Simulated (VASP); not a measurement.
# SiW3 (I4mm) in VASP: a series of runs, part 2 of 2

VASP 6.6.1. Earlier steps stand in the parts before.

### Step 3. Single point, PBE (atom 2 (W) moved +0.075 Å along Cartesian [0 0 1])

INCAR

```
SYSTEM = SiW3
ALGO = Fast
EDIFF = 1E-6
ENCUT = 520
GGA = PE
ISIF = 2
ISMEAR = 0
LASPH = .True.
LCHARG = .False.
LREAL = .False.
LWAVE = .False.
NBANDS = 31
NELM = 60
PREC = Accurate
SIGMA = 0.15
```

KPOINTS

```
k-points
0
Gamma
  14 14 14
  0 0 0
```

POSCAR

```
SiW3
1.0
   -2.6037661906      2.6037661906      2.6037661906
    2.6037661906     -2.6037661906      2.6037661906
    2.6037661906      2.6037661906     -2.6037661906
Si W
1 3
Direct
    0.0000000000      0.0000000000      0.0000000000
    0.5144022148      0.5144022148      0.0000000000
    0.5000000000      0.0000000000      0.5000000000
    0.0000000000      0.5000000000      0.5000000000
```

Potentials or basis: VASP PAW PBE potentials, release 64 (Si, W_sv).

On the command line:

```sh
$ cat potpaw_PBE.64/Si/POTCAR potpaw_PBE.64/W_sv/POTCAR > POTCAR
$ mpirun -np 1 vasp_std > vasp.out
```

It took 8.7 min on 1 thread of Intel Xeon 6975P-C, shared host; peak memory 0.53 GiB.

It converged, with:

| Quantity | Value |
| --- | --- |
| Free energy | -38.9185 eV |
| Pressure | 0.5 GPa |
| Largest force | 0.618 eV/Å |
| Band gap on the k mesh | zero (band 23 reaches 10.38 eV, above the bottom of band 24 at 8.76 eV) |

Forces in eV/Å, atoms in the order of the input:
```
Si   0.000  0.000  0.618
W    0.000  0.000  0.166
W    0.000  0.000 -0.392
W    0.000  0.000 -0.392
```

Stress tensor (GPa, compression positive):
```
0.21 0.00 0.00
0.00 0.21 0.00
0.00 0.00 1.13
```

Levels at points of the mesh, in eV from the Fermi level:
```
           k point  band 20  band 21  band 22  band 23  band 24  band 25  band 26  band 27
(0.00, 0.00, 0.00)    -0.36    -0.36    -0.34     0.42     0.43     1.94     1.95     1.95
(0.50, 0.00, 0.00)    -1.71    -1.10    -0.58    -0.40    -0.25    -0.19     0.80     1.78
(0.00, 0.00, 0.50)    -1.71    -1.03    -0.65    -0.39    -0.34     0.00     0.77     1.63
(0.50, 0.50, 0.50)    -2.74    -2.73    -2.73     0.00     0.01     1.14     1.14     1.14
```

Caveat: the cell differs from its parent crystal (atom 2 (W) moved +0.075 Å along Cartesian [0 0 1]); spin-orbit coupling is left out, which moves the levels of the heavy elements.

### Step 4. Single point, PBE (atom 2 (W) moved -0.050 Å along Cartesian [0 0 1])

INCAR

```
SYSTEM = SiW3
PREC = Accurate ; ENCUT = 520
EDIFF = 1E-6 ; ISMEAR = 0
SIGMA = 0.15 ; LREAL = .FALSE.
LASPH = .TRUE. ; NELM = 80
ALGO = Fast ; ISIF = 2
LWAVE = .FALSE. ; LCHARG = .FALSE.
GGA = PE ; NBANDS = 31
```

KPOINTS

```
regular mesh
0
G
  14 14 14
  0 0 0
```

POSCAR, as its differences from that of step 3:

```diff
@@ -9,3 +9,3 @@
     0.0000000000      0.0000000000      0.0000000000
-    0.5144022148      0.5144022148      0.0000000000
+    0.4903985235      0.4903985235      0.0000000000
     0.5000000000      0.0000000000      0.5000000000
```

Potentials or basis: VASP PAW PBE potentials, release 64 (Si, W_sv).

On the command line:

```sh
$ cat potpaw_PBE.64/Si/POTCAR potpaw_PBE.64/W_sv/POTCAR > POTCAR
$ mpirun -np 1 vasp_std > vasp.out
```

OUTCAR:

```text
SYSTEM = SiW3
   PREC = Accurate
   ENCUT = 520
   EDIFF = 1E-6
   ISMEAR = 0
   LREAL = .FALSE.
   LASPH = .TRUE.
   NELM = 80
   ISIF = 2
   GGA = PE

 ion  position               nearest neighbor table
   1  0.000  0.000  0.000-   2 2.55   3 2.60   4 2.60   4 2.60   3 2.60   2 2.65
   2  0.490  0.490  0.000-   1 2.55   3 2.60   4 2.60   3 2.60   4 2.60   1 2.65
   3  0.500  0.000  0.500-   1 2.60   4 2.60   1 2.60   4 2.60   2 2.60   2 2.60
   4  0.000  0.500  0.500-   1 2.60   3 2.60   1 2.60   3 2.60   2 2.60   2 2.60

  LATTYP: Found a body centered cubic cell.
 ALAT       =     5.2075323812
[... 1016 lines left out ...]
  --------------------------------------------------------------------------------------
  -------------------------------------------------------------------------------------
  Total        0.1286434      0.1286434      0.3055537      0.0000000     -0.0000000      0.0000000
  in kB        2.9189863      2.9189863      6.9331757      0.0000000     -0.0000000      0.0000000
  external PRESSURE =       4.2570494 kB  Pullay stress =       0.0000000 kB

 VOLUME and BASIS-vectors are now :
 -----------------------------------------------------------------------------
  energy-cutoff  :      520.00
  volume of cell :       70.61
      direct lattice vectors                 reciprocal lattice vectors
    -2.603766191  2.603766191  2.603766191     0.000000000  0.192029531  0.192029531
     2.603766191 -2.603766191  2.603766191     0.192029531  0.000000000  0.192029531
     2.603766191  2.603766191 -2.603766191     0.192029531  0.192029531  0.000000000

 POSITION                                       TOTAL-FORCE (eV/Angst)
 -----------------------------------------------------------------------------------
      0.00000      0.00000      0.00000         0.000000      0.000000     -0.406541
      0.00000      0.00000      2.55377         0.000000      0.000000     -0.124650
      0.00000      2.60377      0.00000        -0.000000     -0.000000      0.265596
      2.60377      0.00000      0.00000         0.000000      0.000000      0.265596
 -----------------------------------------------------------------------------------
    total drift:                                0.000000      0.000000     -0.000038

  FREE ENERGIE OF THE ION-ELECTRON SYSTEM (eV)
  ---------------------------------------------------
  free  energy   TOTEN  =       -38.9148473840 eV

  energy  without entropy=      -38.8602144670  energy(sigma->0) =      -38.88753093
```

OSZICAR:

```text
N       E                     dE             d eps       ncg     rms          rms(c)
DAV:   1     0.539734532887E+03    0.53973E+03   -0.26895E+04 15152   0.162E+03
DAV:   2    -0.157969479715E+02   -0.55553E+03   -0.53846E+03 16286   0.505E+02
DAV:   3    -0.401778926129E+02   -0.24381E+02   -0.22925E+02 18499   0.103E+02
DAV:   4    -0.407390983454E+02   -0.56121E+00   -0.55465E+00 17104   0.152E+01
DAV:   5    -0.407492009227E+02   -0.10103E-01   -0.10097E-01 17739   0.213E+00    0.301E+01
RMM:   6    -0.390429852747E+02    0.17062E+01   -0.40478E+00 16231   0.105E+01    0.120E+01
RMM:   7    -0.389237632070E+02    0.11922E+00   -0.17154E+00 18522   0.627E+00    0.145E+00
RMM:   8    -0.389124249508E+02    0.11338E-01   -0.16885E-01 18939   0.214E+00    0.112E+00
RMM:   9    -0.389161980055E+02   -0.37731E-02   -0.55803E-02 21265   0.109E+00    0.386E-01
RMM:  10    -0.389150985268E+02    0.10995E-02   -0.73794E-03 20323   0.521E-01    0.367E-01
RMM:  11    -0.389148095569E+02    0.28897E-03   -0.18031E-03 19099   0.285E-01    0.740E-02
RMM:  12    -0.389149110344E+02   -0.10148E-03   -0.85797E-04 19040   0.176E-01    0.140E-01
RMM:  13    -0.389148386737E+02    0.72361E-04   -0.32112E-04 18282   0.126E-01    0.204E-02
RMM:  14    -0.389148478910E+02   -0.92173E-05   -0.99091E-05 20363   0.600E-02    0.160E-02
RMM:  15    -0.389148484510E+02   -0.56004E-06   -0.30252E-05 18003   0.362E-02    0.180E-02
RMM:  16    -0.389148471765E+02    0.12745E-05   -0.52373E-06 16322   0.164E-02    0.298E-03
RMM:  17    -0.389148473840E+02   -0.20750E-06   -0.14256E-06 11223   0.825E-03
   1 F= -.38914847E+02 E0= -.38887531E+02  d E =-.546329E-01
```

Run time: 9 min. Hardware: 1 thread of Intel Xeon 6975P-C, shared host; peak memory 0.53 GiB.

What came out:

```yaml
Free_energy: -38.9148 eV
Pressure: 0.4 GPa
Largest_force: 0.407 eV/Å
Band_gap_on_the_k_mesh: zero (band 23 reaches 10.40 eV, above the bottom of band 24 at 8.73 eV)
```

Forces in eV/Å, atoms in the order of the input:
```
Si   0.000  0.000 -0.407
W    0.000  0.000 -0.125
W    0.000  0.000  0.266
W    0.000  0.000  0.266
```

Levels at points of the mesh, in eV from the Fermi level:
```
           k point  band 20  band 21  band 22  band 23  band 24  band 25  band 26  band 27
(0.00, 0.00, 0.00)    -0.35    -0.35    -0.34     0.42     0.42     1.94     1.94     1.94
(0.50, 0.00, 0.00)    -1.71    -1.08    -0.54    -0.39    -0.32    -0.19     0.78     1.77
(0.00, 0.00, 0.50)    -1.71    -1.05    -0.57    -0.40    -0.36    -0.09     0.76     1.71
(0.50, 0.50, 0.50)    -2.74    -2.74    -2.74     0.00     0.01     1.14     1.14     1.14
```

Caveat: the cell differs from its parent crystal (atom 2 (W) moved -0.050 Å along Cartesian [0 0 1]); spin-orbit coupling is left out, which moves the levels of the heavy elements.
